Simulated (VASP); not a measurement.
# Ca4Au (P6/mmm) in VASP: notebook

Runs on Ca4Au. Level: PBE. Tasks: single point, relaxation of cell and atoms.

Everything below comes from runs of VASP 6.6.1. Logs are shortened: lines on timing, memory, paths and dates and some standing lists are left out, and cuts for length are marked.

**1. The cell of the first run**

It takes space group P6/mmm (No. 191, hexagonal). The conventional cell has a = 5.522 Å, b = 5.522 Å, c = 6.829 Å, α = 90.00°, β = 90.00°, γ = 120.00°. Within 4.2 Å of Ca (site symmetry 3m) lie 5 Ca at 3.19 to 3.62 Å and 3 Au at 3.57 Å. Within 4.7 Å of Au (site symmetry 6/mmm) lie 12 Ca at 3.57 Å.

The cell was generated, and may not be a known phase.

**2. Single point, PBE**

Input file INCAR:

```
SYSTEM = Ca4Au
PREC     = Accurate       ! precision mode
ENCUT    = 520            ! plane-wave cutoff, eV
EDIFF    = 1E-7           ! SCF threshold, eV
ISMEAR   = 0              ! smearing method
SIGMA    = 0.1            ! smearing width, eV
LREAL    = .False.        ! projectors in reciprocal space
LASPH    = .True.         ! aspherical terms in the spheres
NELM     = 60             ! most SCF steps
ALGO     = Fast           ! electronic algorithm
ISIF     = 2              ! what is computed and relaxed
LWAVE    = .False.        ! write WAVECAR
LCHARG   = .True.         ! write CHGCAR
GGA      = PE             ! functional
LELF     = .True.         ! ELF
LVHAR    = .True.       
NBANDS   = 34             ! bands
```

Input file KPOINTS:

```
regular mesh
0
Gamma
  6 6 4
  0 0 0
```

Input file POSCAR:

```
Ca4Au
1.0
    5.5224220894      0.0000000000      0.0000000000
   -2.7612110447      4.7825578198      0.0000000000
    0.0000000000      0.0000000000      6.8294104328
Ca Au
4 1
Direct
    0.3333333333      0.6666666667      0.7649226016
    0.3333333333      0.6666666667      0.2350773984
    0.6666666667      0.3333333333      0.2350773984
    0.6666666667      0.3333333333      0.7649226016
    0.0000000000      0.0000000000      0.0000000000
```

Potentials or basis: VASP PAW PBE potentials, release 64 (Ca_sv, Au).

Launch:

```
cat potpaw_PBE.64/Ca_sv/POTCAR potpaw_PBE.64/Au/POTCAR > POTCAR
mpirun -np 1 vasp_std > vasp.out
```

OUTCAR:

```text
SYSTEM = Ca4Au
   PREC = Accurate
   ENCUT = 520
   EDIFF = 1E-7
   ISMEAR = 0
   LREAL = .False.
   LASPH = .True.
   NELM = 60
   ISIF = 2
   GGA = PE

 ion  position               nearest neighbor table
   1  0.333  0.667  0.765-
   2  0.333  0.667  0.235-
   3  0.667  0.333  0.235-
   4  0.667  0.333  0.765-
   5  0.000  0.000  0.000-

  LATTYP: Found a hexagonal cell.
 ALAT       =     5.5224220894
 C/A-ratio  =     1.2366694038

  Lattice vectors:

 A1 = (   5.5224220894,   0.0000000000,   0.0000000000)
 A2 = (  -2.7612110447,   4.7825578198,   0.0000000000)
 A3 = (   0.0000000000,   0.0000000000,   6.8294104328)

Analysis of symmetry for initial positions (statically):
=====================================================================
 Subroutine PRICEL returns:
 Original cell was already a primitive cell.

 Routine SETGRP: Setting up the symmetry group for a
 hexagonal supercell.

 Subroutine GETGRP returns: Found 24 space group operations
 (whereof 24 operations were pure point group operations)
 out of a pool of 24 trial point group operations.

The static configuration has the point symmetry D_6h.

Analysis of symmetry for dynamics (positions and initial velocities):
=====================================================================
 Subroutine PRICEL returns:
 Original cell was already a primitive cell.

 Routine SETGRP: Setting up the symmetry group for a
 hexagonal supercell.

 Subroutine GETGRP returns: Found 24 space group operations
 (whereof 24 operations were pure point group operations)
 out of a pool of 24 trial point group operations.

The dynamic configuration has the point symmetry D_6h.

 Subroutine INISYM returns: Found 24 space group operations
 (whereof 24 operations are pure point group operations),
 and found     1 'primitive' translations

----------------------------------------------------------------------------------------

                                     Primitive cell

  volume of cell :     180.3736

  direct lattice vectors                    reciprocal lattice vectors
     5.522422089  0.000000000  0.000000000     0.181079965  0.104546567  0.000000000
    -2.761211045  4.782557820  0.000000000     0.000000000  0.209093133  0.000000000
     0.000000000  0.000000000  6.829410433     0.000000000  0.000000000  0.146425524

  length of vectors
     5.522422089  5.522422089  6.829410433     0.209093133  0.209093133  0.146425524

  position of ions in fractional coordinates (direct lattice)
     0.333333333  0.666666667  0.764922602
     0.333333333  0.666666667  0.235077398
     0.666666667  0.333333333  0.235077398
     0.666666667  0.333333333  0.764922602
     0.000000000  0.000000000  0.000000000

  ion indices of the primitive-cell ions
   primitive index   ion index
                 1           1
                 2           2
                 3           3
                 4           4
                 5           5

----------------------------------------------------------------------------------------

 KPOINTS: regular mesh

Automatic generation of k-mesh.
 Grid dimensions read from file:
 generate k-points for:    6    6    4

 Generating k-lattice:

  Cartesian coordinates                     Fractional coordinates (reciprocal lattice)
     0.030179994  0.017424428  0.000000000     0.166666667 -0.000000000  0.000000000
     0.000000000  0.034848856  0.000000000     0.000000000  0.166666667  0.000000000
     0.000000000  0.000000000  0.036606381     0.000000000  0.000000000  0.250000000

  Length of vectors
     0.034848856  0.034848856  0.036606381

  Shift w.r.t. Gamma in fractional coordinates (k-lattice)
     0.000000000  0.000000000  0.000000000

 Subroutine IBZKPT returns following result:
 ===========================================

 Found     21 irreducible k-points:

 Following reciprocal coordinates:
            Coordinates               Weight
  0.000000  0.000000  0.000000      1.000000
  0.166667  0.000000  0.000000      6.000000
  0.333333  0.000000  0.000000      6.000000
  0.500000  0.000000  0.000000      3.000000
  0.166667  0.166667  0.000000      6.000000
  0.333333  0.166667  0.000000     12.000000
[... 13 lines left out ...]
  0.333333  0.166667  0.500000     12.000000
  0.333333  0.333333  0.500000      2.000000
   k-points           NKPTS =     21   k-points in BZ     NKDIM =     21   number of bands    NBANDS=     34
   number of dos      NEDOS =    301   number of ions     NIONS =      5
   total plane-waves  NPLWV =  95256
   dimension x,y,z NGX =    42 NGY =   42 NGZ =   54
   dimension x,y,z NGXF=    84 NGYF=   84 NGZF=  108
   ions per type =               4   1
   NGX,Y,Z   is equivalent  to a cutoff of  12.64, 12.64, 13.15 a.u.
   NGXF,Y,Z  is equivalent  to a cutoff of  25.29, 25.29, 26.29 a.u.
 SYSTEM =  Ca4Au
   PREC   = accura    normal or accurate (medium, high low for compatibility)
   ISTART =      0    job   : 0-new  1-cont  2-samecut
   ICHARG =      2    charge: 1-file 2-atom 10-const
   ISPIN  =      1    spin polarized calculation?
   LNONCOLLINEAR =      F non collinear calculations
   LSORBIT =      F    spin-orbit coupling
   LASPH  =      T    aspherical Exc in radial PAW
   ENCUT  =  520.0 eV  38.22 Ry    6.18 a.u.  10.27 10.27 12.70*2*pi/ulx,y,z
   NELM   =     60;   NELMIN=  2; NELMDL= -5     # of ELM steps
   EDIFF  = 0.1E-06   stopping-criterion for ELM
   LREAL  =      F    real-space projection
   EDIFFG = 0.1E-05   stopping-criterion for IOM
   NSW    =      0    number of steps for IOM
   IBRION =     -1    ionic relax: 0-MD 1-quasi-New 2-CG
   NFREE  =      0    steps in history (QN), initial steepest desc. (CG)
   ISIF   =      2    stress and relaxation
   ISYM   =      2    0-nonsym 1-usesym 2-fastsym
   POTIM  = 0.5000    time-step for ionic-motion
   TEBEG  =    0.0;   TEEND  =   0.0 temperature during run
   PSTRESS=    0.0 pullay stress
   NELECT =      51.0000    total number of electrons
   NUPDOWN=      -1.0000    fix difference up-down
   EMIN   =  10.00;   EMAX   =-10.00  energy-range for DOS
   EFERMI =   0.00;   METHOD = LEGACY
   ISMEAR =     0;   SIGMA  =   0.10  broadening in eV -4-tet -1-fermi 0-gaus
   EFERMI_NEDOS =   21; number of points for ismear=-14 and -15
   IALGO  =     68    algorithm
   IMIX   =      4    mixing-type and parameters
     AMIX     =   0.40;   BMIX     =  1.00
     AMIX_MAG =   1.60;   BMIX_MAG =  1.00
  volume/ion in A,a.u.               =      36.07       243.44
  Fermi-wavevector in a.u.,A,eV,Ry     =   1.074502  2.030514 15.708667  1.154554
  Thomas-Fermi vector in A             =   2.210332
   LORBIT       =      0    0 simple, 1 ext, 2 COOP (PROOUT), +10 PAW based schemes
   GGA     = PE    functional components
   LHFCALC =     F    Hartree Fock is set to
   AEXX    =    0.0000 exact exchange contribution
   IVDW    =     0    specifies the selected vdW correction
   LEPSILON=     F    determine dielectric tensor
   LRPA    =     F    only Hartree local field effects (RPA)
 non-spin polarized calculation
 RMM-DIIS sequential band-by-band and
 Gauss-broadening in eV      SIGMA  =   0.10
  energy-cutoff  :      520.00
  volume of cell :      180.37
 maximum number of plane-waves:      4886
 NGX is ok and might be reduce to    42
   NGX = 21   NGY = 21   NGZ = 25

 number of electron      50.9999999 magnetization

 Free energy of the ion-electron system (eV)
  ---------------------------------------------------
  ext. energy  EPLUGINS =         0.00000000
  ---------------------------------------------------
  free energy    TOTEN  =        -9.40310562 eV

  energy without entropy =       -9.36443201  energy(sigma->0) =       -9.38376881

 E-fermi :   2.5454     XC(G=0):  -8.2222

 val. band max:        2.5422923022   @ k =   0.1667   0.0000   0.0000
 cond. band min:       2.5644986792   @ k =   0.3333   0.0000   0.5000
 fundamental gap:      0.0222063770
 Fermi energy:         2.5454497672

 k-point     1 :       0.0000    0.0000    0.0000
  band No.  band energies     occupation
      1     -39.5790      2.00000
      2     -39.5466      2.00000
      3     -39.4944      2.00000
      4     -39.4641      2.00000
      5     -20.7523      2.00000
      6     -20.7523      2.00000
[... 26 lines left out ...]
     33       4.8103      0.00000
     34       4.8364      0.00000

 k-point     2 :       0.1667    0.0000    0.0000
  band No.  band energies     occupation
      1     -39.5741      2.00000
      2     -39.5418      2.00000
      3     -39.4995      2.00000
      4     -39.4690      2.00000
      5     -20.7598      2.00000
      6     -20.7368      2.00000
[... 26 lines left out ...]
     33       4.4009      0.00000
     34       4.6059      0.00000

 k-point     3 :       0.3333    0.0000    0.0000
  band No.  band energies     occupation
      1     -39.5612      2.00000
      2     -39.5293      2.00000
      3     -39.5124      2.00000
      4     -39.4817      2.00000
      5     -20.7738      2.00000
      6     -20.7317      2.00000
[... 26 lines left out ...]
     33       4.1285      0.00000
     34       4.4325      0.00000

 k-point     4 :       0.5000    0.0000    0.0000
  band No.  band energies     occupation
      1     -39.5510      2.00000
      2     -39.5228      2.00000
      3     -39.5193      2.00000
      4     -39.4918      2.00000
      5     -20.7804      2.00000
      6     -20.7380      2.00000
[... 26 lines left out ...]
     33       4.0018      0.00000
     34       4.2209      0.00000

 k-point     5 :       0.1667    0.1667    0.0000
  band No.  band energies     occupation
      1     -39.5650      2.00000
      2     -39.5329      2.00000
      3     -39.5086      2.00000
      4     -39.4780      2.00000
      5     -20.7733      2.00000
      6     -20.7310      2.00000
[... 510 lines left out ...]
 k-point    19 :       0.1667    0.1667    0.5000
  band No.  band energies     occupation
      1     -39.5587      2.00000
      2     -39.5393      2.00000
      3     -39.5027      2.00000
      4     -39.4840      2.00000
      5     -20.7632      2.00000
      6     -20.7412      2.00000
[... 26 lines left out ...]
     33       4.2832      0.00000
     34       4.8808      0.00000

 k-point    20 :       0.3333    0.1667    0.5000
  band No.  band energies     occupation
      1     -39.5447      2.00000
      2     -39.5255      2.00000
      3     -39.5167      2.00000
      4     -39.4979      2.00000
      5     -20.7767      2.00000
      6     -20.7541      2.00000
[... 26 lines left out ...]
     33       4.3159      0.00000
     34       4.9144      0.00000

 k-point    21 :       0.3333    0.3333    0.5000
  band No.  band energies     occupation
      1     -39.5307      2.00000
      2     -39.5307      2.00000
      3     -39.5117      2.00000
      4     -39.5117      2.00000
      5     -20.7854      2.00000
      6     -20.7622      2.00000
[... 26 lines left out ...]
     33       4.3702      0.00000
     34       5.0255      0.00000

------------------------ aborting loop because EDIFF is reached ----------------------------------------

  FORCE on cell =-STRESS in cart. coord.  units (eV):
  Direction    XX          YY          ZZ          XY          YZ          ZX
  --------------------------------------------------------------------------------------
  -------------------------------------------------------------------------------------
  Total        0.3881735      0.3881735      0.1826877      0.0000000      0.0000000      0.0000000
  in kB        3.4479698      3.4479698      1.6227324      0.0000000      0.0000000      0.0000000
  external PRESSURE =       2.8395573 kB  Pullay stress =       0.0000000 kB

 VOLUME and BASIS-vectors are now :
 -----------------------------------------------------------------------------
  energy-cutoff  :      520.00
  volume of cell :      180.37
      direct lattice vectors                 reciprocal lattice vectors
     5.522422089  0.000000000  0.000000000     0.181079965  0.104546567  0.000000000
    -2.761211045  4.782557820  0.000000000     0.000000000  0.209093133  0.000000000
     0.000000000  0.000000000  6.829410433     0.000000000  0.000000000  0.146425524

 POSITION                                       TOTAL-FORCE (eV/Angst)
 -----------------------------------------------------------------------------------
     -0.00000      3.18837      5.22397         0.000000      0.000000     -0.013888
     -0.00000      3.18837      1.60544        -0.000000     -0.000000      0.013888
      2.76121      1.59419      1.60544        -0.000000     -0.000000      0.013888
      2.76121      1.59419      5.22397         0.000000     -0.000000     -0.013888
      0.00000      0.00000      0.00000         0.000000     -0.000000     -0.000000
 -----------------------------------------------------------------------------------
    total drift:                               -0.000000      0.000000      0.000000

  FREE ENERGIE OF THE ION-ELECTRON SYSTEM (eV)
  ---------------------------------------------------
  free  energy   TOTEN  =        -9.4031056178 eV

  energy  without entropy=       -9.3644320084  energy(sigma->0) =       -9.38376881
```

It took 12 min on 1 thread of Intel Xeon 8259CL, shared host; peak memory 0.36 GiB.

Results:

```
Free energy            : -9.4031 eV
Pressure               : 0.3 GPa
Largest force          : 0.014 eV/Å
Band gap on the k mesh : zero (an odd number of electrons rules out a gap without spin polarisation)
```

Forces on the atoms (eV/Å):
```
Ca   0.000  0.000 -0.014
Ca   0.000  0.000  0.014
Ca   0.000  0.000  0.014
Ca   0.000  0.000 -0.014
Au   0.000  0.000  0.000
```

Caveat: spin-orbit coupling is left out, which moves the levels of the heavy elements.

**3. Single point, PBE**

This run uses another cell than the first one, of 23.55 Å³/atom.

Input file INCAR:

```
SYSTEM = Ca4Au
PREC = Accurate
ENCUT = 520
EDIFF = 1E-6
ISMEAR = 0
SIGMA = 0.1
LREAL = .False.
LASPH = .True.
NELM = 80
ALGO = Normal
ISIF = 2
LWAVE = .False.
LCHARG = .False.
GGA = PE
NBANDS = 34
```

KPOINTS is that of step 2.

Input file POSCAR:

```
Ca4Au
1.0
    4.6810650200      0.0000000000      0.0000000000
   -2.3405325100      4.0539212200      0.0000000000
    0.0000000000      0.0000000000      6.2048946400
Ca Au
4 1
Direct
    0.3333333300      0.6666666700      0.7466203400
    0.3333333300      0.6666666700      0.2533796600
    0.6666666700      0.3333333300      0.2533796600
    0.6666666700      0.3333333300      0.7466203400
    0.0000000000      0.0000000000      0.0000000000
```

Potentials or basis: VASP PAW PBE potentials, release 64 (Ca_sv, Au).

Launch:

```
cat potpaw_PBE.64/Ca_sv/POTCAR potpaw_PBE.64/Au/POTCAR > POTCAR
mpirun -np 1 vasp_std > vasp.out
```

Wall time 3.3 min (1 thread of Intel Xeon 8259CL, shared host); peak memory 0.27 GiB.

Results (log left out):

```
Free energy            : -7.0341 eV
Pressure               : 14.2 GPa
Largest force          : 0.640 eV/Å
Band gap on the k mesh : zero (an odd number of electrons rules out a gap without spin polarisation)
```

Forces in eV/Å, atoms in the order of the input:
```
Ca   0.000  0.000  0.640
Ca   0.000  0.000 -0.640
Ca   0.000  0.000 -0.640
Ca   0.000  0.000  0.640
Au   0.000  0.000  0.000
```

Stress tensor (GPa, compression positive):
```
15.92  0.00  0.00
 0.00 15.92  0.00
 0.00  0.00 10.82
```

Levels at points of the mesh, in eV from the Fermi level:
| k point | band 22 | band 23 | band 24 | band 25 | band 26 | band 27 | band 28 | band 29 |
| --- | --- | --- | --- | --- | --- | --- | --- | --- |
| (0.00, 0.00, 0.00) | -4.60 | -1.25 | -0.96 | 0.46 | 0.46 | 0.66 | 0.66 | 0.90 |
| (0.50, 0.00, 0.00) | -4.36 | -2.33 | -0.90 | -0.86 | 0.05 | 0.27 | 0.67 | 1.00 |
| (0.00, 0.00, 0.50) | -4.49 | -3.17 | 0.61 | 0.69 | 0.69 | 1.04 | 1.04 | 1.54 |
| (0.50, 0.00, 0.50) | -4.25 | -1.57 | -1.47 | -0.59 | -0.14 | 0.17 | 0.50 | 1.27 |

Caveat: the stress differs along the axes, from 11 to 16 GPa; spin-orbit coupling is left out, which moves the levels of the heavy elements.

(Continued in part 2 of 2.)

The gap in the log of VASP goes by the Fermi energy; the results here count the filled bands.